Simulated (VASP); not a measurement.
# ZnS (P6_3mc) in VASP: a series of runs

ZnS is run at these levels: PBE; tasks: single point.

Program: VASP 6.6.1. These are calculated values, not measurements. Logs are shortened: lines on timing, memory, paths and dates and some standing lists are left out, and cuts for length are marked.

## (1) The cell of the first run

Symmetry: P6_3mc, No. 186, hexagonal system. Conventional cell: a = 3.769 Å, b = 3.769 Å, c = 6.305 Å, α = 90.00°, β = 90.00°, γ = 120.00°. Zn (site symmetry 3m) has 4 S at 2.32 to 2.36 Å within 3.1 Å. S (site symmetry 3m) has 4 Zn at 2.32 to 2.36 Å within 3.1 Å.

## (2) Single point, PBE (strain -0.0200 x Voigt [1, 1, 0, 0, 0, 0])

The input, INCAR:

```
SYSTEM = ZnS
PREC = Accurate
ENCUT = 520
EDIFF = 1E-7
ISMEAR = 0
SIGMA = 0.05
LREAL = .FALSE.
LASPH = .TRUE.
NELM = 80
ALGO = Normal
ISIF = 2
LWAVE = .FALSE.
LCHARG = .FALSE.
GGA = PE
NBANDS = 26
```

The input, KPOINTS:

```
Automatic mesh
0
G
  12 12 4
  0 0 0
```

The input, POSCAR:

```
ZnS
1.0
    3.7685831291      0.0000000000      0.0000000000
   -1.8842915645      3.2636887261      0.0000000000
    0.0000000000      0.0000000000      6.3053333047
Zn S
2 2
Direct
    0.3333333333      0.6666666667      0.0052197899
    0.6666666667      0.3333333333      0.5052197899
    0.3333333333      0.6666666667      0.3797802101
    0.6666666667      0.3333333333      0.8797802101
```

Potentials or basis: VASP PAW PBE potentials, release 64 (Zn, S).

Run with:

```
$ cat potpaw_PBE.64/Zn/POTCAR potpaw_PBE.64/S/POTCAR > POTCAR
$ mpirun -np 1 vasp_std > vasp.out
```

OUTCAR:

```text
SYSTEM = ZnS
   PREC = Accurate
   ENCUT = 520
   EDIFF = 1E-7
   ISMEAR = 0
   LREAL = .FALSE.
   LASPH = .TRUE.
   NELM = 80
   ISIF = 2
   GGA = PE

 ion  position               nearest neighbor table
   1  0.333  0.667  0.005-   4 2.32   4 2.32   4 2.32   3 2.36
   2  0.667  0.333  0.505-   3 2.32   3 2.32   3 2.32   4 2.36
   3  0.333  0.667  0.380-   2 2.32   2 2.32   2 2.32   1 2.36
   4  0.667  0.333  0.880-   1 2.32   1 2.32   1 2.32   2 2.36

  LATTYP: Found a hexagonal cell.
 ALAT       =     3.7685831291
 C/A-ratio  =     1.6731310120

  Lattice vectors:

 A1 = (   3.7685831291,   0.0000000000,   0.0000000000)
 A2 = (  -1.8842915645,   3.2636887261,   0.0000000000)
 A3 = (   0.0000000000,   0.0000000000,   6.3053333047)

Analysis of symmetry for initial positions (statically):
=====================================================================
 Subroutine PRICEL returns:
 Original cell was already a primitive cell.

 Routine SETGRP: Setting up the symmetry group for a
 hexagonal supercell.

 Subroutine GETGRP returns: Found 12 space group operations
 (whereof  6 operations were pure point group operations)
 out of a pool of 24 trial point group operations.

The static configuration has the point symmetry C_3v.
 The point group associated with its full space group is C_6v.

Analysis of symmetry for dynamics (positions and initial velocities):
=====================================================================
 Subroutine PRICEL returns:
 Original cell was already a primitive cell.

 Routine SETGRP: Setting up the symmetry group for a
 hexagonal supercell.

 Subroutine GETGRP returns: Found 12 space group operations
 (whereof  6 operations were pure point group operations)
 out of a pool of 24 trial point group operations.

The dynamic configuration has the point symmetry C_3v.
 The point group associated with its full space group is C_6v.

 Subroutine INISYM returns: Found 12 space group operations
 (whereof  6 operations are pure point group operations),
 and found     1 'primitive' translations

----------------------------------------------------------------------------------------

                                     Primitive cell

  volume of cell :      77.5523

  direct lattice vectors                    reciprocal lattice vectors
     3.768583129  0.000000000  0.000000000     0.265351716  0.153200885  0.000000000
    -1.884291565  3.263688726  0.000000000     0.000000000  0.306401769  0.000000000
     0.000000000  0.000000000  6.305333305     0.000000000  0.000000000  0.158595898

  length of vectors
     3.768583129  3.768583129  6.305333305     0.306401769  0.306401769  0.158595898

  position of ions in fractional coordinates (direct lattice)
     0.333333333  0.666666667  0.005219790
     0.666666667  0.333333333  0.505219790
     0.333333333  0.666666667  0.379780210
     0.666666667  0.333333333  0.879780210

  ion indices of the primitive-cell ions
   primitive index   ion index
                 1           1
                 2           2
                 3           3
                 4           4

----------------------------------------------------------------------------------------

 KPOINTS: Automatic mesh

Automatic generation of k-mesh.
 Grid dimensions read from file:
 generate k-points for:   12   12    4

 Generating k-lattice:

  Cartesian coordinates                     Fractional coordinates (reciprocal lattice)
     0.022112643  0.012766740  0.000000000     0.083333333  0.000000000  0.000000000
     0.000000000  0.025533481  0.000000000     0.000000000  0.083333333  0.000000000
     0.000000000  0.000000000  0.039648975     0.000000000  0.000000000  0.250000000

  Length of vectors
     0.025533481  0.025533481  0.039648975

  Shift w.r.t. Gamma in fractional coordinates (k-lattice)
     0.000000000  0.000000000  0.000000000

 Subroutine IBZKPT returns following result:
 ===========================================

 Found     57 irreducible k-points:

 Following reciprocal coordinates:
            Coordinates               Weight
  0.000000  0.000000  0.000000      1.000000
  0.083333  0.000000  0.000000      6.000000
  0.166667 -0.000000  0.000000      6.000000
  0.250000 -0.000000  0.000000      6.000000
  0.333333 -0.000000  0.000000      6.000000
  0.416667 -0.000000  0.000000      6.000000
[... 16 lines left out ...]
  0.250000 -0.000000  0.250000     12.000000
  0.333333 -0.000000  0.250000     12.000000
 [... further k-points ...]
   k-points           NKPTS =     57   k-points in BZ     NKDIM =     57   number of bands    NBANDS=     26
   number of dos      NEDOS =    301   number of ions     NIONS =      4
   total plane-waves  NPLWV =  37632
   dimension x,y,z NGX =    28 NGY =   28 NGZ =   48
   dimension x,y,z NGXF=    56 NGYF=   56 NGZF=   96
   ions per type =               2   2
   NGX,Y,Z   is equivalent  to a cutoff of  12.35, 12.35, 12.66 a.u.
   NGXF,Y,Z  is equivalent  to a cutoff of  24.70, 24.70, 25.31 a.u.
 SYSTEM =  ZnS
   PREC   = accura    normal or accurate (medium, high low for compatibility)
   ISTART =      0    job   : 0-new  1-cont  2-samecut
   ICHARG =      2    charge: 1-file 2-atom 10-const
   ISPIN  =      1    spin polarized calculation?
   LNONCOLLINEAR =      F non collinear calculations
   LSORBIT =      F    spin-orbit coupling
   LASPH  =      T    aspherical Exc in radial PAW
   ENCUT  =  520.0 eV  38.22 Ry    6.18 a.u.   7.01  7.01 11.72*2*pi/ulx,y,z
   NELM   =     80;   NELMIN=  2; NELMDL= -5     # of ELM steps
   EDIFF  = 0.1E-06   stopping-criterion for ELM
   LREAL  =      F    real-space projection
   EDIFFG = 0.1E-05   stopping-criterion for IOM
   NSW    =      0    number of steps for IOM
   IBRION =     -1    ionic relax: 0-MD 1-quasi-New 2-CG
   NFREE  =      0    steps in history (QN), initial steepest desc. (CG)
   ISIF   =      2    stress and relaxation
   ISYM   =      2    0-nonsym 1-usesym 2-fastsym
   POTIM  = 0.5000    time-step for ionic-motion
   TEBEG  =    0.0;   TEEND  =   0.0 temperature during run
   PSTRESS=    0.0 pullay stress
   NELECT =      36.0000    total number of electrons
   NUPDOWN=      -1.0000    fix difference up-down
   EMIN   =  10.00;   EMAX   =-10.00  energy-range for DOS
   EFERMI =   0.00;   METHOD = LEGACY
   ISMEAR =     0;   SIGMA  =   0.05  broadening in eV -4-tet -1-fermi 0-gaus
   EFERMI_NEDOS =   21; number of points for ismear=-14 and -15
   IALGO  =     38    algorithm
   IMIX   =      4    mixing-type and parameters
     AMIX     =   0.40;   BMIX     =  1.00
     AMIX_MAG =   1.60;   BMIX_MAG =  1.00
  volume/ion in A,a.u.               =      19.39       130.84
  Fermi-wavevector in a.u.,A,eV,Ry     =   1.267586  2.395390 21.861485  1.606774
  Thomas-Fermi vector in A             =   2.400726
   LORBIT       =      0    0 simple, 1 ext, 2 COOP (PROOUT), +10 PAW based schemes
   GGA     = PE    functional components
   LHFCALC =     F    Hartree Fock is set to
   AEXX    =    0.0000 exact exchange contribution
   IVDW    =     0    specifies the selected vdW correction
   LEPSILON=     F    determine dielectric tensor
   LRPA    =     F    only Hartree local field effects (RPA)
 non-spin polarized calculation
 Gauss-broadening in eV      SIGMA  =   0.05
  energy-cutoff  :      520.00
  volume of cell :       77.55
 maximum number of plane-waves:      2112
 NGX is ok and might be reduce to    28
   NGX = 13   NGY = 13   NGZ = 23

 number of electron      35.9999979 magnetization

 Free energy of the ion-electron system (eV)
  ---------------------------------------------------
  ext. energy  EPLUGINS =         0.00000000
  ---------------------------------------------------
  free energy    TOTEN  =       -13.65148669 eV

  energy without entropy =      -13.65148669  energy(sigma->0) =      -13.65148669

 E-fermi :   2.5463     XC(G=0):  -9.7070

 val. band max:        2.3136744735   @ k =   0.0000   0.0000   0.0000
 cond. band min:       4.5273945907   @ k =   0.0000   0.0000   0.0000
 fundamental gap:      2.2137201172
 Fermi energy:         2.5462791546

 k-point     1 :       0.0000    0.0000    0.0000
  band No.  band energies     occupation
      1     -11.0005      2.00000
      2     -10.0853      2.00000
      3      -4.1221      2.00000
      4      -4.1221      2.00000
      5      -4.1190      2.00000
      6      -4.0435      2.00000
[... 18 lines left out ...]
     25      10.0134      0.00000
     26      11.4789      0.00000

 k-point     2 :       0.0833    0.0000    0.0000
  band No.  band energies     occupation
      1     -10.9510      2.00000
      2     -10.0555      2.00000
      3      -4.1275      2.00000
      4      -4.1117      2.00000
      5      -4.1077      2.00000
      6      -4.0390      2.00000
[... 18 lines left out ...]
     25      10.2345      0.00000
     26      11.1937      0.00000

 k-point     3 :       0.1667   -0.0000    0.0000
  band No.  band energies     occupation
      1     -10.8089      2.00000
      2      -9.9743      2.00000
      3      -4.1368      2.00000
      4      -4.0849      2.00000
      5      -4.0835      2.00000
      6      -4.0178      2.00000
[... 18 lines left out ...]
     25      10.5653      0.00000
     26      10.8446      0.00000

 k-point     4 :       0.2500   -0.0000    0.0000
  band No.  band energies     occupation
      1     -10.5955      2.00000
      2      -9.8661      2.00000
      3      -4.1404      2.00000
      4      -4.0608      2.00000
      5      -4.0525      2.00000
      6      -3.9636      2.00000
[... 18 lines left out ...]
     25      10.8848      0.00000
     26      11.0471      0.00000
[... 496 lines left out ...]
      1     -10.7010      2.00000
      2     -10.1132      2.00000
      3      -4.1455      2.00000
      4      -4.0814      2.00000
      5      -4.0735      2.00000
      6      -4.0354      2.00000
[... 18 lines left out ...]
     25      10.4858      0.00000
     26      10.6328      0.00000

 k-point    23 :       0.2500   -0.0000    0.2500
  band No.  band energies     occupation
      1     -10.4983      2.00000
      2      -9.9835      2.00000
      3      -4.1502      2.00000
      4      -4.0738      2.00000
      5      -4.0370      2.00000
      6      -3.9759      2.00000
[... 18 lines left out ...]
     25      10.7555      0.00000
     26      11.3063      0.00000

 k-point    24 :       0.3333   -0.0000    0.2500
  band No.  band energies     occupation
      1     -10.2681      2.00000
      2      -9.8574      2.00000
      3      -4.1413      2.00000
      4      -4.0594      2.00000
      5      -4.0057      2.00000
      6      -3.8979      2.00000
[... 18 lines left out ...]
     25      11.1449      0.00000
     26      12.1713      0.00000

 [... further k-points ...]
[... 5 lines left out ...]
  --------------------------------------------------------------------------------------
  -------------------------------------------------------------------------------------
  Total        2.0510373      2.0510373      0.6333168      0.0000000     -0.0000000      0.0000000
  in kB       42.3730052     42.3730052     13.0838856      0.0000000     -0.0000000      0.0000000
  external PRESSURE =      32.6099654 kB  Pullay stress =       0.0000000 kB

 VOLUME and BASIS-vectors are now :
 -----------------------------------------------------------------------------
  energy-cutoff  :      520.00
  volume of cell :       77.55
      direct lattice vectors                 reciprocal lattice vectors
     3.768583129  0.000000000  0.000000000     0.265351716  0.153200885  0.000000000
    -1.884291565  3.263688726  0.000000000     0.000000000  0.306401769  0.000000000
     0.000000000  0.000000000  6.305333305     0.000000000  0.000000000  0.158595898

 POSITION                                       TOTAL-FORCE (eV/Angst)
 -----------------------------------------------------------------------------------
     -0.00000      2.17579      0.03291        -0.000000      0.000000      0.147113
      1.88429      1.08790      3.18558         0.000000      0.000000      0.147113
     -0.00000      2.17579      2.39464        -0.000000      0.000000     -0.147113
      1.88429      1.08790      5.54731         0.000000     -0.000000     -0.147113
 -----------------------------------------------------------------------------------
    total drift:                               -0.000001     -0.000001      0.000043

  FREE ENERGIE OF THE ION-ELECTRON SYSTEM (eV)
  ---------------------------------------------------
  free  energy   TOTEN  =       -13.6514866899 eV

  energy  without entropy=      -13.6514866899  energy(sigma->0) =      -13.65148669
```

Wall time 82 s (1 thread of Intel Xeon Platinum 8259CL at 2.50GHz (Skylake/Cascade Lake), shared host); peak memory 0.24 GiB.

Results:

```yaml
Free_energy: -13.6515 eV
Pressure: 3.3 GPa
Largest_force: 0.147 eV/Å
Band_gap_on_the_k_mesh: 2.21 eV, direct
```

Forces on the atoms (eV/Å):
```
Zn   0.000  0.000  0.147
Zn   0.000  0.000  0.147
S    0.000  0.000 -0.147
S    0.000  0.000 -0.147
```

Stress tensor (GPa, compression positive):
```
4.24 0.00 0.00
0.00 4.24 0.00
0.00 0.00 1.31
```

Levels at points of the mesh, in eV from the valence-band top:
| k point | band 16 | band 17 | band 18 | band 19 | band 20 | band 21 |
| --- | --- | --- | --- | --- | --- | --- |
| (0.00, 0.00, 0.00) | -0.15 | 0.00 | 0.00 | 2.21 | 3.25 | 6.35 |
| (0.50, 0.00, 0.00) | -2.24 | -1.74 | -0.95 | 3.71 | 4.22 | 5.01 |
| (0.00, 0.00, 0.50) | -0.45 | -0.45 | -0.45 | 3.65 | 3.65 | 6.73 |
| (0.50, 0.00, 0.50) | -1.74 | -1.64 | -1.64 | 3.49 | 3.49 | 5.16 |

Caveat: the cell differs from its parent crystal (strain -0.0200 x Voigt [1, 1, 0, 0, 0, 0]).

## (3) Single point, PBE (strain -0.0150 x Voigt [1, 1, 0, 0, 0, 0])

The input, INCAR:

```
PREC = Accurate
ENCUT = 520
EDIFF = 1E-6
ISMEAR = 0
SIGMA = 0.05
LREAL = False
LASPH = True
NELM = 60
ALGO = Normal
ISIF = 2
LWAVE = False
LCHARG = False
GGA = PE
NBANDS = 26
```

The input, KPOINTS:

```
regular mesh
0
Gamma
  12 12 4
```

POSCAR: that of step 2 with these lines changed.

```diff
@@ -2,4 +2,4 @@
 1.0
-    3.7685831291      0.0000000000      0.0000000000
-   -1.8842915645      3.2636887261      0.0000000000
+    3.7878105940      0.0000000000      0.0000000000
+   -1.8939052970      3.2803401992      0.0000000000
     0.0000000000      0.0000000000      6.3053333047
```

Potentials or basis: VASP PAW PBE potentials, release 64 (Zn, S).

Run with:

```
$ cat potpaw_PBE.64/Zn/POTCAR potpaw_PBE.64/S/POTCAR > POTCAR
$ mpirun -np 1 vasp_std > vasp.out
```

It took 76 s on 1 thread of Intel Xeon Platinum 8259CL at 2.50GHz (Skylake/Cascade Lake), shared host; peak memory 0.24 GiB.

The run converged. Its results:

```yaml
Free_energy: -13.6698 eV
Pressure: 2.4 GPa
Largest_force: 0.106 eV/Å
Band_gap_on_the_k_mesh: 2.18 eV, direct
```

Forces on the atoms (eV/Å):
```
Zn   0.000  0.000  0.106
Zn   0.000  0.000  0.106
S    0.000  0.000 -0.106
S    0.000  0.000 -0.106
```

Stress tensor (GPa, compression positive):
```
3.11 0.00 0.00
0.00 3.11 0.00
0.00 0.00 0.98
```

Levels at points of the mesh, in eV from the valence-band top:
| k point | band 14 | band 15 | band 16 | band 17 | band 18 | band 19 | band 20 | band 21 | band 22 | band 23 |
| --- | --- | --- | --- | --- | --- | --- | --- | --- | --- | --- |
| (0.00, 0.00, 0.00) | -0.85 | -0.85 | -0.13 | 0.00 | 0.00 | 2.18 | 3.20 | 6.36 | 6.36 | 6.41 |
| (0.50, 0.00, 0.00) | -4.19 | -3.29 | -2.22 | -1.71 | -0.92 | 3.71 | 4.21 | 5.04 | 6.95 | 7.25 |
| (0.00, 0.00, 0.50) | -2.93 | -0.45 | -0.45 | -0.45 | -0.45 | 3.61 | 3.61 | 6.74 | 6.74 | 6.81 |
| (0.50, 0.00, 0.50) | -4.90 | -1.69 | -1.69 | -1.62 | -1.62 | 3.51 | 3.51 | 5.18 | 5.18 | 8.82 |

Caveat: the cell differs from its parent crystal (strain -0.0150 x Voigt [1, 1, 0, 0, 0, 0]).
